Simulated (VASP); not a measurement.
Input of a VASP 6.6.1 run:

INCAR

```
SYSTEM = Ir
PREC = Accurate ; ENCUT = 560
EDIFF = 1E-6 ; ISMEAR = -1
SIGMA = 0.15 ; LREAL = .False.
LASPH = .True. ; NELM = 120
ALGO = Normal ; ISIF = 2
LWAVE = .False. ; LCHARG = .True.
GGA = PE ; LELF = .True.
LVHAR = .True. ; NBANDS = 14
GGA_COMPAT = .False.
```

File KPOINTS:

```
regular mesh
0
Gamma
  4 4 4
  0 0 0
```

Contents of POSCAR:

```
Ir
1.0
    0.0000000000      1.9354000000      1.9354000000
    1.9354000000      0.0000000000      1.9354000000
    1.9354000000      1.9354000000      0.0000000000
Ir
1
Direct
    0.0000000000      0.0000000000      0.0000000000
```

Potentials or basis: VASP PAW PBE potentials, release 64 (Ir_sv_GW).

Run with:

```sh
$ cat potpaw_PBE.64/Ir_sv_GW/POTCAR > POTCAR
$ mpirun -np 1 vasp_std > vasp.out
```

(1) Estimate the band gap on the k mesh.

(2) Predict the pressure.

## Answers

(1) zero (an odd number of electrons rules out a gap without spin polarisation).

(2) -11.0 GPa.

Caveat: the k points lie up to 0.70 Å⁻¹ apart, too coarse for converged energies and pressures of a metal; spin-orbit coupling is left out, which moves the levels of the heavy elements.
